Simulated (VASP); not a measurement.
Ta: single point with PBE

The system is Ta.

```xyz
1
Lattice="-1.6595 1.6595 1.7839 1.6595 -1.6595 1.7839 1.6595 1.6595 -1.7839" Properties=species:S:1:pos:R:3 pbc="T T T"
Ta    0.0000    0.0000    0.0000
```

This cell differs from its parent crystal: normal strain along x +0.0000, normal strain along z +0.0750.

| Item | Value |
| --- | --- |
| Program | VASP 6.6.1 |
| Task | single point |
| Functional | PBE |
| Potentials or basis | VASP PAW PBE potentials, release 64 (Ta_pv) |
| Cutoff | 520 eV |
| k mesh | 18 × 18 × 18 |
| Occupations | gaussian, width 0.15 eV |
| Spin | no spin polarisation |

```json
{
  "Pressure": "-11.8 GPa",
  "Band gap on the k mesh": "zero (an odd number of electrons rules out a gap without spin polarisation)"
}
```

Stress tensor (GPa, compression positive):
```
 -9.89   0.00   0.00
  0.00  -9.89   0.00
  0.00   0.00 -15.48
```

Levels at points of the mesh, in eV from the Fermi level:
```csv
k point,band 2,band 3,band 4,band 5,band 6,band 7,band 8,band 9
"(0.00, 0.00, 0.00)",-33.45,-33.45,-7.60,0.48,0.48,1.26,3.09,4.13
"(0.50, 0.00, 0.00)",-33.71,-33.45,-4.06,-1.03,1.07,2.91,4.51,6.82
"(0.50, 0.50, 0.00)",-33.78,-33.49,-3.99,-1.86,1.53,4.20,4.80,7.04
"(0.50, 0.50, 0.50)",-34.02,-34.02,-3.45,-3.24,5.95,6.21,6.21,6.70
```

Wall time 110 s on 1 thread of Intel Xeon 8259CL, with other jobs on the host, peak memory 0.23 GiB.

Caveat: the cell differs from its parent crystal (normal strain along x +0.0000, normal strain along z +0.0750); the stress differs along the axes, from -15 to -10 GPa; spin-orbit coupling is left out, which moves the levels of the heavy elements.
